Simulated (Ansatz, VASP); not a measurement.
**Two plane-wave programs on SnO**

```
Sn O
1.0
     3.35500    0.00000    0.00000
     0.00000    5.67410    0.00000
     0.00000    0.00000    4.22197
Sn O
2 2
Direct
  0.50000 0.76809 0.01314
  0.00000 0.23191 0.51314
  0.50000 0.10875 0.23686
  0.00000 0.89125 0.73686
```

Alike in both runs: functional r2SCAN; k mesh 5 × 3 × 4; occupations fermi-dirac, width 0.05 eV; no spin polarisation.

|  | VASP | Ansatz |
| --- | --- | --- |
| version | VASP 6.6.1 | Ansatz 0.2.0 |
| potentials or method | VASP PAW PBE potentials, release 64 (Sn_d, O_h) | Ansatz PAW |
| plane-wave cutoff (eV) | 910 | 500 |
| valence electrons in the cell | 40 | 40 |
| task | single point | projected density of states |

Ansatz gave:

```
gap on the k mesh at the Fermi level (eV) : 1.92
least direct gap on the mesh (eV)         : 2.51
rms of the force components (eV/Å)        : 0.285
```

Problem. Estimate VASP's values.

Solution. gap on the k mesh at the Fermi level (eV): 1.91; least direct gap on the mesh (eV): 2.50; rms of the force components (eV/Å): 0.238.

VASP's potentials were made for PBE, not for r2SCAN. Atom by atom the forces differ by 0.049 eV/Å (rms over components).

Noted on VASP's run: the cutoff is short for stress, so the pressure is rough. Noted on Ansatz's run: odd divisions of the mesh miss points on the zone boundary, where band edges often lie, so the gap on the mesh can be too wide.
